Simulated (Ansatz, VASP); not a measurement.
## Sb: VASP beside Ansatz

Contents of INCAR:

```
PREC = Accurate ; ENCUT = 520
EDIFF = 1E-7 ; ISMEAR = -1
SIGMA = 0.05 ; LREAL = F
LASPH = T ; NELM = 60
ALGO = Normal ; ISIF = 2
LWAVE = F ; LCHARG = F
GGA = PS ; NBANDS = 12
```

File KPOINTS:

```
regular mesh
0
Gamma
  12 12 7
```

File POSCAR:

```
Sb
1.0
    3.3353101777      0.0000000000      0.0000000000
   -1.6676550889      2.8884633434      0.0000000000
    0.0000000000      0.0000000000      5.3300000000
Sb
2
Direct
    0.3333333333      0.6666666667      0.2500000000
    0.6666666667      0.3333333333      0.7500000000
```

Input for Ansatz:

```yaml
crystal:
  lattice:
    - [3.3353101777, 0.0, 0.0]
    - [-1.6676550889, 2.8884633434, 0.0]
    - [0.0, 0.0, 5.33]
  atoms:
    - { symbol: Sb, position: [0.3333333333, 0.6666666667, 0.25] }
    - { symbol: Sb, position: [0.6666666667, 0.3333333333, 0.75] }
kpoints:
  mp_grid: { grid: [12, 12, 7] }
  band_path:
    path:
      - [0.0, 0.0, 0.0]
      - [0.5, 0.0, 0.0]
      - [0.3333333333, 0.3333333333, 0.0]
      - [0.0, 0.0, 0.0]
      - [0.0, 0.0, 0.5]
      - [0.5, 0.0, 0.5]
      - [0.3333333333, 0.3333333333, 0.5]
      - [0.0, 0.0, 0.5]
      - [0.5, 0.0, 0.5]
    npoints: 5
scf:
  occupations: { method: fermi_dirac, width: 0.05 }
hamiltonian:
  xc: pbesol
  pseudopotentials: { kind: all_electron, lapw: { basis_error: 0.0005 } }
output:
  forces: true
  stress: true
  eigenvalues: true
```

Change from the starting cell: equal xx and yy strain of -1 %.

Alike in both runs: task single point; functional PBEsol; k mesh 12 × 12 × 7; occupations fermi-dirac, width 0.05 eV; no spin polarisation.

|  | VASP | Ansatz |
| --- | --- | --- |
| version | VASP 6.6.1 | Ansatz 0.2.0 |
| potentials or method | VASP PAW PBE potentials, release 64 (Sb), cutoff 520 eV | all-electron LAPW, scalar-relativistic |

```tsv
	VASP	Ansatz	Ansatz less VASP
pressure (GPa)	1.3	1.3	+0.01
traceless stress, the component that is largest in VASP (GPa)	-0.80	-0.80	-0.003
```

VASP's potentials were made for PBE, not for PBEsol. Ansatz ran all-electron here, and VASP with PAW potentials.

Neither program's run includes spin-orbit coupling.
